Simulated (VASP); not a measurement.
# PtSe2 (Sudovikovite) (P-3m1) in VASP: further runs, part 2 of 2

VASP 6.6.1. The steps go on from the part before.

### 3 Relaxation of cell and atoms, PBEsol

This run uses another cell than the first one, of 20.27 Å³/atom, 1.021 times its volume.

INCAR

```
PREC     = Accurate       # precision mode
ENCUT    = 600            # plane-wave cutoff, eV
EDIFF    = 1E-7           # SCF threshold, eV
ISMEAR   = 0              # smearing method
SIGMA    = 0.1            # smearing width, eV
LREAL    = F              # projectors in reciprocal space
LASPH    = T              # aspherical terms in the spheres
NELM     = 100            # most SCF steps
ALGO     = Normal         # electronic algorithm
ISIF     = 3              # what is computed and relaxed
LWAVE    = F              # write WAVECAR
LCHARG   = F              # write CHGCAR
GGA      = PS             # functional
IBRION   = 2              # ionic algorithm
NSW      = 100            # ionic steps
EDIFFG   = -0.005         # ionic threshold
```

KPOINTS

```
Automatic mesh
0
Gamma
  15 15 8
```

POSCAR

```
PtSe2
1.0
    3.7240000000      0.0000000000      0.0000000000
   -1.8620000000      3.2250786037      0.0000000000
    0.0000000000      0.0000000000      5.0620000000
Pt Se
1 2
Direct
    0.0000000000      0.0000000000      0.0000000000
    0.3333333333      0.6666666667      0.2500000000
    0.6666666667      0.3333333333      0.7500000000
```

Potentials or basis: VASP PAW PBE potentials, release 64 (Pt, Se).

Command:

```bash
$ cat potpaw_PBE.64/Pt/POTCAR potpaw_PBE.64/Se/POTCAR > POTCAR
$ mpirun -np 1 vasp_std > vasp.out
```

OUTCAR:

```text
PREC = Accurate
   ENCUT = 600
   EDIFF = 1E-7
   ISMEAR = 0
   LREAL = F
   LASPH = T
   NELM = 100
   ISIF = 3
   GGA = PS
   IBRION = 2
   NSW = 100
   EDIFFG = -0.005

 ion  position               nearest neighbor table
   1  0.000  0.000  0.000-   2 2.49   3 2.49   3 2.49   2 2.49   3 2.49   2 2.49
   2  0.333  0.667  0.250-   1 2.49   1 2.49   1 2.49
   3  0.667  0.333  0.750-   1 2.49   1 2.49   1 2.49

  LATTYP: Found a hexagonal cell.
 ALAT       =     3.7240000000
 C/A-ratio  =     1.3592910849

  Lattice vectors:

 A1 = (   3.7240000000,   0.0000000000,   0.0000000000)
 A2 = (  -1.8620000000,   3.2250786037,   0.0000000000)
 A3 = (   0.0000000000,   0.0000000000,   5.0620000000)

Analysis of symmetry for initial positions (statically):
=====================================================================
 Subroutine PRICEL returns:
 Original cell was already a primitive cell.

 Routine SETGRP: Setting up the symmetry group for a
 hexagonal supercell.

 Subroutine GETGRP returns: Found 12 space group operations
 (whereof 12 operations were pure point group operations)
 out of a pool of 24 trial point group operations.

The static configuration has the point symmetry D_3d.

Analysis of symmetry for dynamics (positions and initial velocities):
=====================================================================
 Subroutine PRICEL returns:
 Original cell was already a primitive cell.

 Routine SETGRP: Setting up the symmetry group for a
 hexagonal supercell.

 Subroutine GETGRP returns: Found 12 space group operations
 (whereof 12 operations were pure point group operations)
 out of a pool of 24 trial point group operations.

The dynamic configuration has the point symmetry D_3d.

 Subroutine INISYM returns: Found 12 space group operations
 (whereof 12 operations are pure point group operations),
 and found     1 'primitive' translations

----------------------------------------------------------------------------------------

                                     Primitive cell

  volume of cell :      60.7956

  direct lattice vectors                    reciprocal lattice vectors
     3.724000000  0.000000000  0.000000000     0.268528464  0.155034981  0.000000000
    -1.862000000  3.225078604  0.000000000     0.000000000  0.310069962  0.000000000
     0.000000000  0.000000000  5.062000000     0.000000000  0.000000000  0.197550375

  length of vectors
     3.724000000  3.724000000  5.062000000     0.310069962  0.310069962  0.197550375

  position of ions in fractional coordinates (direct lattice)
     0.000000000  0.000000000  0.000000000
     0.333333333  0.666666667  0.250000000
     0.666666667  0.333333333  0.750000000

  ion indices of the primitive-cell ions
   primitive index   ion index
                 1           1
                 2           2
                 3           3

----------------------------------------------------------------------------------------

 KPOINTS: Automatic mesh

Automatic generation of k-mesh.
 Grid dimensions read from file:
 generate k-points for:   15   15    8

[... 68 lines left out ...]
   NFREE  =      1    steps in history (QN), initial steepest desc. (CG)
   ISIF   =      3    stress and relaxation
   ISYM   =      2    0-nonsym 1-usesym 2-fastsym
   POTIM  = 0.5000    time-step for ionic-motion
   TEBEG  =    0.0;   TEEND  =   0.0 temperature during run
   PSTRESS=    0.0 pullay stress
   NELECT =      22.0000    total number of electrons
   NUPDOWN=      -1.0000    fix difference up-down
   EMIN   =  10.00;   EMAX   =-10.00  energy-range for DOS
   EFERMI =   0.00;   METHOD = LEGACY
   ISMEAR =     0;   SIGMA  =   0.10  broadening in eV -4-tet -1-fermi 0-gaus
   EFERMI_NEDOS =   21; number of points for ismear=-14 and -15
   IALGO  =     38    algorithm
   IMIX   =      4    mixing-type and parameters
     AMIX     =   0.40;   BMIX     =  1.00
     AMIX_MAG =   1.60;   BMIX_MAG =  1.00
  volume/ion in A,a.u.               =      20.27       136.76
  Fermi-wavevector in a.u.,A,eV,Ry     =   1.166608  2.204570 18.517184  1.360975
  Thomas-Fermi vector in A             =   2.303119
   LORBIT       =      0    0 simple, 1 ext, 2 COOP (PROOUT), +10 PAW based schemes
   GGA     = PS    functional components
   LHFCALC =     F    Hartree Fock is set to
   AEXX    =    0.0000 exact exchange contribution
   IVDW    =     0    specifies the selected vdW correction
   LEPSILON=     F    determine dielectric tensor
   LRPA    =     F    only Hartree local field effects (RPA)
 conjugate gradient relaxation of ions
 non-spin polarized calculation
 Gauss-broadening in eV      SIGMA  =   0.10
  energy-cutoff  :      600.00
  volume of cell :       60.80
 maximum number of plane-waves:      2051
 NGX is ok and might be reduce to    30
   NGX = 15   NGY = 15   NGZ = 21

--------------------------------------- Ionic step        1  -------------------------------------------

 number of electron      22.0000000 magnetization

 Free energy of the ion-electron system (eV)
  ---------------------------------------------------
  ext. energy  EPLUGINS =         0.00000000
  ---------------------------------------------------
  free energy    TOTEN  =       -15.88768612 eV

  energy without entropy =      -15.88446418  energy(sigma->0) =      -15.88607515

------------------------ aborting loop because EDIFF is reached ----------------------------------------

  FORCE on cell =-STRESS in cart. coord.  units (eV):
  Direction    XX          YY          ZZ          XY          YZ          ZX
  --------------------------------------------------------------------------------------
  -------------------------------------------------------------------------------------
  Total        1.0455169      1.0455169      0.4548476      0.0000000     -0.0000000      0.0000000
  in kB       27.5530392     27.5530392     11.9868312      0.0000000     -0.0000000      0.0000000
  external PRESSURE =      22.3643032 kB  Pullay stress =       0.0000000 kB
[... 92 lines left out ...]
  FREE ENERGIE OF THE ION-ELECTRON SYSTEM (eV)
  ---------------------------------------------------
  free  energy   TOTEN  =       -15.8965579432 eV

  energy  without entropy=      -15.8932140430  energy(sigma->0) =      -15.89488599

[... ionic steps 4 to 13 ...]

--------------------------------------- Ionic step       14  -------------------------------------------

 number of electron      22.0000003 magnetization

------------------------ aborting loop because EDIFF is reached ----------------------------------------
[... 69 lines left out ...]
--------------------------------------- Ionic step       16  -------------------------------------------

 number of electron      22.0000003 magnetization

 Free energy of the ion-electron system (eV)
  ---------------------------------------------------
  ext. energy  EPLUGINS =         0.00000000
  ---------------------------------------------------
  free energy    TOTEN  =       -15.90807703 eV

  energy without entropy =      -15.90462467  energy(sigma->0) =      -15.90635085

 E-fermi :   6.5588     XC(G=0): -10.9658

 val. band max:        6.5568332978   @ k =  -0.2000  -0.4667   0.1250
 cond. band min:       6.5777443108   @ k =   0.3333   0.2667   0.0000
 fundamental gap:      0.0209110130
 Fermi energy:         6.5587954319

 k-point     1 :       0.0000    0.0000    0.0000
  band No.  band energies     occupation
      1      -9.1453      2.00000
      2      -6.0595      2.00000
      3      -0.6075      2.00000
      4       0.2329      2.00000
      5       0.2329      2.00000
      6       2.7173      2.00000
      7       2.7173      2.00000
      8       4.0958      2.00000
      9       5.5504      2.00000
     10       5.5504      2.00000
     11       7.3213      0.00000
     12       7.7504      0.00000
     13       7.7504      0.00000
     14       9.8311      0.00000
[... 401 lines left out ...]
      2      -7.0326      2.00000
      3      -0.4741      2.00000
      4       0.6355      2.00000
      5       1.0802      2.00000
      6       1.6805      2.00000
      7       2.1739      2.00000
      8       3.0794      2.00000
      9       3.6832      2.00000
     10       4.0030      2.00000
     11       5.0747      2.00000
     12       6.6879      0.06785
     13       7.4090      0.00000
     14      10.7362      0.00000
     15      13.3012      0.00000

 [... further k-points ...]

------------------------ aborting loop because EDIFF is reached ----------------------------------------

  FORCE on cell =-STRESS in cart. coord.  units (eV):
  Direction    XX          YY          ZZ          XY          YZ          ZX
  --------------------------------------------------------------------------------------
  -------------------------------------------------------------------------------------
  Total       -0.0118367     -0.0118367      0.0009221      0.0000000      0.0000000     -0.0000000
  in kB       -0.3186954     -0.3186954      0.0248270      0.0000000      0.0000000     -0.0000000
  external PRESSURE =      -0.2041879 kB  Pullay stress =       0.0000000 kB
[... 18 lines left out ...]
  FREE ENERGIE OF THE ION-ELECTRON SYSTEM (eV)
  ---------------------------------------------------
  free  energy   TOTEN  =       -15.9080770344 eV

  energy  without entropy=      -15.9046246655  energy(sigma->0) =      -15.90635085

 reached required accuracy - stopping structural energy minimisation
```

Run time: 13 min. Hardware: 1 thread of Intel Xeon 6975P-C (Granite Rapids), shared host; peak memory 0.38 GiB.

What came out:

```yaml
Free_energy: -15.9081 eV
Relaxed_volume: 19.84 Å³/atom
Relaxed_cell: a = 3.761 Å, b = 3.761 Å, c = 4.856 Å, α = 90.00°, β = 90.00°, γ = 120.00°
Space_group_after_relaxing_to_0.05_Å: P-3m1 (No. 164)
Energy_gained_by_relaxing: 6.8 meV/atom
Ionic_steps: 16
Pressure_after_relaxing: 0.0 GPa
Largest_force_after_relaxing: 0.004 eV/Å
Band_gap_on_the_k_mesh: zero (band 11 reaches 7.32 eV, above the bottom of band 12 at 6.48 eV)
```

Forces in eV/Å, atoms in the order of the input:
```
Pt   0.000  0.000  0.000
Se   0.000  0.000 -0.004
Se   0.000  0.000  0.004
```

The path:
```tsv
step	energy change (eV)	largest force (eV/Å)	pressure (GPa)	volume (Å³)
1	0.0000	0.3214	2.24	60.80
2	0.0151	0.3004	-3.99	63.32
3	-0.0089	0.0738	-0.27	61.73
4	-0.0104	0.0744	-0.26	61.55
5	-0.0145	0.0751	-0.22	61.02
6	-0.0196	0.0645	-0.02	59.96
7	-0.0199	0.0519	0.12	59.46
8	-0.0200	0.0561	0.08	59.59
9	-0.0195	0.0931	-0.69	59.66
10	-0.0203	0.0011	-0.21	59.62
11	-0.0197	0.0038	0.52	59.17
12	-0.0204	0.0003	0.02	59.48
13	-0.0204	0.0003	0.02	59.48
14	-0.0204	0.0005	-0.10	59.55
15	-0.0204	0.0004	0.01	59.48
16	-0.0204	0.0036	-0.02	59.51
```

Final structure:
```yaml
crystal:
  lattice:
    - [3.76146, 0.00000, 0.00000]
    - [-1.88073, 3.25752, 0.00000]
    - [0.00000, 0.00000, 4.85648]
  atoms:
    - { symbol: Pt, position: [0.00000, 0.00000, 0.00000] }
    - { symbol: Se, position: [0.33333, 0.66667, 0.26129] }
    - { symbol: Se, position: [0.66667, 0.33333, 0.73871] }
```

Caveat: the PAW data sets were made with another functional, which shifts forces and pressure a little; spin-orbit coupling is left out, which moves the levels of the heavy elements.

### 4 Single point, PBEsol

This run uses another cell than the first one, of 20.27 Å³/atom, 1.021 times its volume.

INCAR

```
SYSTEM = PtSe2
ALGO = Normal
EDIFF = 1E-7
ENCUT = 520
GGA = PS
ISIF = 2
ISMEAR = 0
LASPH = .TRUE.
LCHARG = .FALSE.
LREAL = .FALSE.
LWAVE = .FALSE.
NBANDS = 18
NELM = 100
PREC = Accurate
SIGMA = 0.1
```

KPOINTS

```
k-points
0
G
  6 6 4
  0 0 0
```

POSCAR is that of step 3.

Command:

```bash
$ cat potpaw_PBE.64/Pt/POTCAR potpaw_PBE.64/Se/POTCAR > POTCAR
$ mpirun -np 1 vasp_std > vasp.out
```

Wall time 12 s (1 thread of Intel Xeon 6975P-C (Granite Rapids), shared host); peak memory 0.19 GiB.

Results (log left out):

* Free energy: -15.8882 eV
* Pressure: 2.2 GPa
* Largest force: 0.345 eV/Å
* Band gap on the k mesh: zero (band 11 reaches 6.81 eV, above the bottom of band 12 at 6.39 eV)

Forces in eV/Å, atoms in the order of the input:
```
Pt   0.000  0.000  0.000
Se   0.000  0.000  0.345
Se   0.000  0.000 -0.345
```

Stress tensor (GPa, compression positive):
```
2.73 0.00 0.00
0.00 2.73 0.00
0.00 0.00 1.24
```

Levels at points of the mesh, in eV from the Fermi level:
```csv
k point,band 7,band 8,band 9,band 10,band 11,band 12,band 13,band 14,band 15,band 16
"(0.00, 0.00, 0.00)",-4.01,-2.57,-1.06,-1.06,0.42,1.47,1.47,3.50,4.10,7.22
"(0.50, 0.00, 0.00)",-3.74,-3.56,-3.49,-3.41,-2.98,0.65,2.37,4.74,5.74,6.99
"(0.00, 0.00, 0.50)",-4.05,-2.98,-1.70,-1.49,-1.49,2.32,2.32,4.71,6.27,6.70
"(0.50, 0.00, 0.50)",-3.53,-3.51,-3.22,-2.86,-1.37,0.99,1.52,4.52,4.66,7.09
```

Caveat: the PAW data sets were made with another functional, which shifts forces and pressure a little; spin-orbit coupling is left out, which moves the levels of the heavy elements.

### 5 Summary

| task | cell | k mesh | cutoff (eV) | gap on the mesh (eV) | pressure (GPa) | largest force (eV/Å) |
| --- | --- | --- | --- | --- | --- | --- |
| single point | a = 3.760, b = 3.760, c = 4.863 Å, angles 90.0, 90.0, 120.0°, 3 atoms | 15 × 15 × 8 | 520 | none | 0.1 | 0.02 |
| relaxation of cell and atoms | relaxed from a = 3.724, b = 3.724, c = 5.062 Å, angles 90.0, 90.0, 120.0°, 3 atoms | 15 × 15 × 8 | 600 | none | 0.0 | - |
| single point | a = 3.724, b = 3.724, c = 5.062 Å, angles 90.0, 90.0, 120.0°, 3 atoms | 6 × 6 × 4 | 520 | none | 2.2 | 0.35 |

Alike in all rows: level PBEsol; potentials or basis VASP PAW PBE potentials, release 64 (Pt, Se); no spin polarisation; smearing gaussian 0.1 eV.

Caveats: the PAW data sets were made with another functional, which shifts forces and pressure a little; spin-orbit coupling is left out, which moves the levels of the heavy elements.

Absolute energies hang on the potentials; compare differences alone.
